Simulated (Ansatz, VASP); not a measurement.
## TaN in VASP and in Ansatz

```
Ta N
1.0
     0.00000    2.17900    2.17900
     2.17900    0.00000    2.17900
     2.17900    2.17900    0.00000
Ta N
1 1
Direct
  0.50000 0.50000 0.50000
  0.00000 0.00000 0.00000
```

Alike in both runs: task single point; functional PBE; k mesh 7 × 7 × 7; occupations gaussian, width 0.05 eV; collinear spin, random start.

```csv
,VASP,Ansatz
version,VASP 6.6.1,Ansatz 0.2.0
potentials or method,"VASP PAW PBE potentials, release 64 (Ta_pv, N)",Ansatz PAW
plane-wave cutoff (eV),520,420
valence electrons in the cell,16,18
```

Ansatz gave:

* gap on the k mesh at the Fermi level (eV): none
* pressure (GPa): 14.3
* net moment per atom (μB): 0.00

Q: Estimate VASP's values.

A: gap on the k mesh at the Fermi level (eV): none; pressure (GPa): 15.3; net moment per atom (μB): 0.00.

A gap of «none» marks a metal or a gap that the smearing closes. VASP's potentials hold 16 valence electrons a cell and Ansatz's 18, so a difference there can come from the potentials and not from the codes.

Neither program's run includes spin-orbit coupling.
